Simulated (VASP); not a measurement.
# Cs3Pr (P6_3/mmc) in VASP: single point with PBE

Aim: the single point of Cs3Pr with PBE.

Everything below comes from runs of VASP 6.6.1. Logs are shortened: lines on timing, memory, paths and dates and some standing lists are left out, and cuts for length are marked.

## (1) The cell of the first run

Symmetry: P6_3/mmc, No. 194, hexagonal system. The conventional cell has a = 4.478 Å, b = 4.478 Å, c = 32.264 Å, α = 90.00°, β = 90.00°, γ = 120.00°. Within 5.8 Å of Cs (site symmetry 3m) lie 3 Pr at 4.42 Å and 9 Cs at 4.48 to 5.17 Å. Within 5.9 Å of Cs (site symmetry -6m2) lie 12 Cs at 4.48 to 5.17 Å. Pr (site symmetry -3m) has 6 Cs at 4.42 Å and 6 Pr at 4.48 Å within 5.8 Å.

The cell was built from a structure type or drawn by symmetry, and may not be a known phase.

## (2) Single point, PBE

INCAR

```
PREC = Accurate
ENCUT = 500
EDIFF = 1E-6
ISMEAR = 0
SIGMA = 0.2
LREAL = F
LASPH = T
NELM = 200
ALGO = Normal
ISIF = 2
LWAVE = F
LCHARG = T
GGA = PE
LELF = T
LVHAR = T
NBANDS = 48
GGA_COMPAT = F
LMAXMIX = 6
```

KPOINTS

```
regular mesh
0
Gamma
  4 4 1
```

POSCAR

```
Cs3Pr
1.0
    4.4784920981      0.0000000000      0.0000000000
   -2.2392460490      3.8784879276      0.0000000000
    0.0000000000      0.0000000000     32.2642710399
Cs Pr
6 2
Direct
    0.3333333333      0.6666666667      0.1112452440
    0.6666666667      0.3333333333      0.6112452440
    0.3333333333      0.6666666667      0.3887547560
    0.6666666667      0.3333333333      0.8887547560
    0.3333333333      0.6666666667      0.7500000000
    0.6666666667      0.3333333333      0.2500000000
    0.0000000000      0.0000000000      0.0000000000
    0.0000000000      0.0000000000      0.5000000000
```

Potentials or basis: VASP PAW PBE potentials, release 64 (Cs_sv, Pr_3), 4f in core.

On the command line:

```bash
cat potpaw_PBE.64/Cs_sv/POTCAR potpaw_PBE.64/Pr_3/POTCAR > POTCAR
mpirun -np 1 vasp_std > vasp.out
```

OUTCAR:

```text
PREC = Accurate
   ENCUT = 500
   EDIFF = 1E-6
   ISMEAR = 0
   LREAL = F
   LASPH = T
   NELM = 200
   ISIF = 2
   GGA = PE

 ion  position               nearest neighbor table
   1  0.333  0.667  0.111-
   2  0.667  0.333  0.611-
   3  0.333  0.667  0.389-
   4  0.667  0.333  0.889-
   5  0.333  0.667  0.750-
   6  0.667  0.333  0.250-
   7  0.000  0.000  0.000-
   8  0.000  0.000  0.500-

  LATTYP: Found a hexagonal cell.
 ALAT       =     4.4784920981
 C/A-ratio  =     7.2042710656

  Lattice vectors:

 A1 = (   4.4784920981,   0.0000000000,   0.0000000000)
 A2 = (  -2.2392460490,   3.8784879276,   0.0000000000)
 A3 = (   0.0000000000,   0.0000000000,  32.2642710399)

Analysis of symmetry for initial positions (statically):
=====================================================================
 Subroutine PRICEL returns:
 Original cell was already a primitive cell.

 Routine SETGRP: Setting up the symmetry group for a
 hexagonal supercell.

 Subroutine GETGRP returns: Found 24 space group operations
 (whereof 12 operations were pure point group operations)
 out of a pool of 24 trial point group operations.

The static configuration has the point symmetry D_3d.
 The point group associated with its full space group is D_6h.

Analysis of symmetry for dynamics (positions and initial velocities):
=====================================================================
 Subroutine PRICEL returns:
 Original cell was already a primitive cell.

 Routine SETGRP: Setting up the symmetry group for a
 hexagonal supercell.

 Subroutine GETGRP returns: Found 24 space group operations
 (whereof 12 operations were pure point group operations)
 out of a pool of 24 trial point group operations.

The dynamic configuration has the point symmetry D_3d.
 The point group associated with its full space group is D_6h.

 Subroutine INISYM returns: Found 24 space group operations
 (whereof 12 operations are pure point group operations),
 and found     1 'primitive' translations

----------------------------------------------------------------------------------------

                                     Primitive cell

  volume of cell :     560.4232

  direct lattice vectors                    reciprocal lattice vectors
     4.478492098  0.000000000  0.000000000     0.223289442  0.128916219  0.000000000
    -2.239246049  3.878487928  0.000000000     0.000000000  0.257832438  0.000000000
     0.000000000  0.000000000 32.264271040     0.000000000  0.000000000  0.030994037

  length of vectors
     4.478492098  4.478492098 32.264271040     0.257832438  0.257832438  0.030994037

  position of ions in fractional coordinates (direct lattice)
     0.333333333  0.666666667  0.111245244
     0.666666667  0.333333333  0.611245244
     0.333333333  0.666666667  0.388754756
     0.666666667  0.333333333  0.888754756
     0.333333333  0.666666667  0.750000000
     0.666666667  0.333333333  0.250000000
     0.000000000  0.000000000  0.000000000
     0.000000000  0.000000000  0.500000000

  ion indices of the primitive-cell ions
   primitive index   ion index
                 1           1
                 2           2
                 3           3
                 4           4
                 5           5
                 6           6
                 7           7
                 8           8

----------------------------------------------------------------------------------------

 KPOINTS: regular mesh

Automatic generation of k-mesh.
 Grid dimensions read from file:
 generate k-points for:    4    4    1

 Generating k-lattice:

  Cartesian coordinates                     Fractional coordinates (reciprocal lattice)
     0.055822360  0.032229055  0.000000000     0.250000000 -0.000000000  0.000000000
     0.000000000  0.064458110  0.000000000     0.000000000  0.250000000  0.000000000
     0.000000000  0.000000000  0.030994037     0.000000000  0.000000000  1.000000000

  Length of vectors
     0.064458110  0.064458110  0.030994037

  Shift w.r.t. Gamma in fractional coordinates (k-lattice)
     0.000000000  0.000000000  0.000000000

 Subroutine IBZKPT returns following result:
 ===========================================

 Found      4 irreducible k-points:

 Following reciprocal coordinates:
            Coordinates               Weight
  0.000000  0.000000  0.000000      1.000000
  0.250000  0.000000  0.000000      6.000000
  0.500000  0.000000  0.000000      3.000000
  0.250000  0.250000  0.000000      6.000000
   k-points           NKPTS =      4   k-points in BZ     NKDIM =      4   number of bands    NBANDS=     48
   number of dos      NEDOS =    301   number of ions     NIONS =      8
   total plane-waves  NPLWV = 311040
   dimension x,y,z NGX =    36 NGY =   36 NGZ =  240
   dimension x,y,z NGXF=    72 NGYF=   72 NGZF=  480
   ions per type =               6   2
   NGX,Y,Z   is equivalent  to a cutoff of  13.36, 13.36, 12.37 a.u.
   NGXF,Y,Z  is equivalent  to a cutoff of  26.73, 26.73, 24.73 a.u.
 SYSTEM =  unknown system
   PREC   = accura    normal or accurate (medium, high low for compatibility)
   ISTART =      0    job   : 0-new  1-cont  2-samecut
   ICHARG =      2    charge: 1-file 2-atom 10-const
   ISPIN  =      1    spin polarized calculation?
   LNONCOLLINEAR =      F non collinear calculations
   LSORBIT =      F    spin-orbit coupling
   LASPH  =      T    aspherical Exc in radial PAW
   ENCUT  =  500.0 eV  36.75 Ry    6.06 a.u.   8.17  8.17 58.83*2*pi/ulx,y,z
   NELM   =    200;   NELMIN=  2; NELMDL= -5     # of ELM steps
   EDIFF  = 0.1E-05   stopping-criterion for ELM
   LREAL  =      F    real-space projection
   EDIFFG = 0.1E-04   stopping-criterion for IOM
   NSW    =      0    number of steps for IOM
   IBRION =     -1    ionic relax: 0-MD 1-quasi-New 2-CG
   NFREE  =      0    steps in history (QN), initial steepest desc. (CG)
   ISIF   =      2    stress and relaxation
   ISYM   =      2    0-nonsym 1-usesym 2-fastsym
   POTIM  = 0.5000    time-step for ionic-motion
   TEBEG  =    0.0;   TEEND  =   0.0 temperature during run
   PSTRESS=    0.0 pullay stress
   NELECT =      76.0000    total number of electrons
   NUPDOWN=      -1.0000    fix difference up-down
   EMIN   =  10.00;   EMAX   =-10.00  energy-range for DOS
   EFERMI =   0.00;   METHOD = LEGACY
   ISMEAR =     0;   SIGMA  =   0.20  broadening in eV -4-tet -1-fermi 0-gaus
   EFERMI_NEDOS =   21; number of points for ismear=-14 and -15
   IALGO  =     38    algorithm
   IMIX   =      4    mixing-type and parameters
     AMIX     =   0.40;   BMIX     =  1.00
     AMIX_MAG =   1.60;   BMIX_MAG =  1.00
  volume/ion in A,a.u.               =      70.05       472.74
  Fermi-wavevector in a.u.,A,eV,Ry     =   0.841086  1.589423  9.625122  0.707426
  Thomas-Fermi vector in A             =   1.955574
   LORBIT       =      0    0 simple, 1 ext, 2 COOP (PROOUT), +10 PAW based schemes
   GGA     = PE    functional components
   LHFCALC =     F    Hartree Fock is set to
   AEXX    =    0.0000 exact exchange contribution
   IVDW    =     0    specifies the selected vdW correction
   LEPSILON=     F    determine dielectric tensor
   LRPA    =     F    only Hartree local field effects (RPA)
 non-spin polarized calculation
 Gauss-broadening in eV      SIGMA  =   0.20
  energy-cutoff  :      500.00
  volume of cell :      560.42
 maximum number of plane-waves:     14266
 NGX is ok and might be reduce to    36
   NGX = 17   NGY = 17   NGZ =117

 number of electron      75.9999998 magnetization

 Free energy of the ion-electron system (eV)
  ---------------------------------------------------
  ext. energy  EPLUGINS =         0.00000000
  ---------------------------------------------------
  free energy    TOTEN  =       -11.00631405 eV

  energy without entropy =      -10.63885640  energy(sigma->0) =      -10.82258523

 E-fermi :   1.6739     XC(G=0):  -6.8901

 val. band max:        1.6721884380   @ k =   0.2500   0.2500   0.0000
 cond. band min:       1.7142678649   @ k =   0.5000   0.0000   0.0000
 fundamental gap:      0.0420794269
 Fermi energy:         1.6739348529

 k-point     1 :       0.0000    0.0000    0.0000
  band No.  band energies     occupation
      1     -35.9423      2.00000
      2     -35.9423      2.00000
      3     -22.2523      2.00000
      4     -22.2523      2.00000
      5     -21.7550      2.00000
      6     -21.7549      2.00000
[... 40 lines left out ...]
     47       2.6592      0.00000
     48       2.8965      0.00000

 k-point     2 :       0.2500    0.0000    0.0000
  band No.  band energies     occupation
      1     -35.9391      2.00000
      2     -35.9391      2.00000
      3     -22.2249      2.00000
      4     -22.2249      2.00000
      5     -21.7271      2.00000
      6     -21.7271      2.00000
[... 40 lines left out ...]
     47       2.9003      0.00000
     48       3.1352      0.00000

 k-point     3 :       0.5000    0.0000    0.0000
  band No.  band energies     occupation
      1     -35.9358      2.00000
      2     -35.9358      2.00000
      3     -22.1972      2.00000
      4     -22.1972      2.00000
      5     -21.6989      2.00000
      6     -21.6989      2.00000
[... 40 lines left out ...]
     47       2.8731      0.00000
     48       3.0504      0.00000

 k-point     4 :       0.2500    0.2500    0.0000
  band No.  band energies     occupation
      1     -35.9358      2.00000
      2     -35.9358      2.00000
      3     -22.1972      2.00000
      4     -22.1972      2.00000
      5     -21.6989      2.00000
      6     -21.6989      2.00000
[... 40 lines left out ...]
     47       2.8700      0.00000
     48       2.8741      0.00000

------------------------ aborting loop because EDIFF is reached ----------------------------------------

  FORCE on cell =-STRESS in cart. coord.  units (eV):
  Direction    XX          YY          ZZ          XY          YZ          ZX
  --------------------------------------------------------------------------------------
  -------------------------------------------------------------------------------------
  Total        0.1061481      0.1061481      1.8413687      0.0000000      0.0000000      0.0000000
  in kB        0.3034636      0.3034636      5.2642346      0.0000000      0.0000000      0.0000000
  external PRESSURE =       1.9570539 kB  Pullay stress =       0.0000000 kB

 VOLUME and BASIS-vectors are now :
 -----------------------------------------------------------------------------
  energy-cutoff  :      500.00
  volume of cell :      560.42
      direct lattice vectors                 reciprocal lattice vectors
     4.478492098  0.000000000  0.000000000     0.223289442  0.128916219  0.000000000
    -2.239246049  3.878487928  0.000000000     0.000000000  0.257832438  0.000000000
     0.000000000  0.000000000 32.264271040     0.000000000  0.000000000  0.030994037

 POSITION                                       TOTAL-FORCE (eV/Angst)
 -----------------------------------------------------------------------------------
     -0.00000      2.58566      3.58925         0.000000      0.000000      0.012225
      2.23925      1.29283     19.72138        -0.000000     -0.000000      0.012225
     -0.00000      2.58566     12.54289         0.000000      0.000000     -0.012225
      2.23925      1.29283     28.67502        -0.000000     -0.000000     -0.012225
     -0.00000      2.58566     24.19820         0.000000      0.000000     -0.000000
      2.23925      1.29283      8.06607        -0.000000     -0.000000     -0.000000
      0.00000      0.00000      0.00000         0.000000     -0.000000     -0.000000
      0.00000      0.00000     16.13214         0.000000     -0.000000     -0.000000
 -----------------------------------------------------------------------------------
    total drift:                               -0.000000     -0.000000      0.000000

  FREE ENERGIE OF THE ION-ELECTRON SYSTEM (eV)
  ---------------------------------------------------
  free  energy   TOTEN  =       -11.0063140533 eV

  energy  without entropy=      -10.6388564024  energy(sigma->0) =      -10.82258523
```

It took 2.6 min on 1 thread of Intel Xeon 6975P-C (Granite Rapids), shared host; peak memory 0.65 GiB.

What came out:

```yaml
Free_energy: -11.0063 eV
Pressure: 0.2 GPa
Largest_force: 0.012 eV/Å
Band_gap_on_the_k_mesh: zero (bands 38 and 39 overlap by 0.63 eV)
```

Forces in eV/Å, atoms in the order of the input:
```
Cs   0.000  0.000  0.012
Cs   0.000  0.000  0.012
Cs   0.000  0.000 -0.012
Cs   0.000  0.000 -0.012
Cs   0.000  0.000  0.000
Cs   0.000  0.000  0.000
Pr   0.000  0.000  0.000
Pr   0.000  0.000  0.000
```

Levels at points of the mesh, in eV from the Fermi level:
| k point | band 36 | band 37 | band 38 | band 39 | band 40 | band 41 | band 42 | band 43 |
| --- | --- | --- | --- | --- | --- | --- | --- | --- |
| (0.00, 0.00, 0.00) | -1.61 | -1.16 | -0.86 | -0.63 | -0.56 | 0.55 | 0.84 | 0.91 |
| (0.50, 0.00, 0.00) | -0.36 | -0.06 | 0.00 | 0.00 | 0.04 | 0.18 | 0.21 | 0.49 |

Caveat: the k points lie up to 0.41 Å⁻¹ apart, too coarse for converged energies and pressures of a metal; spin-orbit coupling is left out, which moves the levels of the heavy elements; the 4f electrons are frozen in the core, so they carry no moment and show no levels. Spin polarisation is off, so any magnetic state and its effect on volume and gap are missing.
